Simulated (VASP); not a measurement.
Runs of VASP 6.6.1 on RbBr. The structure is that of space group Pm-3m (No. 221), or close to it. The cells are those of the table. 

```tsv
cell	gap on the mesh (eV)	pressure (GPa)
a = 4.207 Å, 2 atoms	3.51	-2.5
a = 4.126 Å, 2 atoms	3.69	(b)
a = 4.042 Å, 2 atoms	3.91	-1.0
a = 4.153 Å, 2 atoms	3.62	-2.2
a = 4.070 Å, 2 atoms	3.83	-1.4
a = 4.180 Å, 2 atoms	3.56	(c)
a = 4.098 Å, 2 atoms	(a)	-1.7
```

Alike in all rows: task single point; level LDA; potentials or basis VASP PAW LDA potentials, release 64 (Rb_sv, Br); no spin polarisation; k mesh 6 × 6 × 6; cutoff (eV) 500; smearing gaussian 0.01 eV.

**Question.** Fill in the values left out.

**Answer.** (a) 3.76; (b) -1.9; (c) -2.4.

A k mesh can miss the band edges, and the runs leave out spin-orbit coupling on Br, Rb.
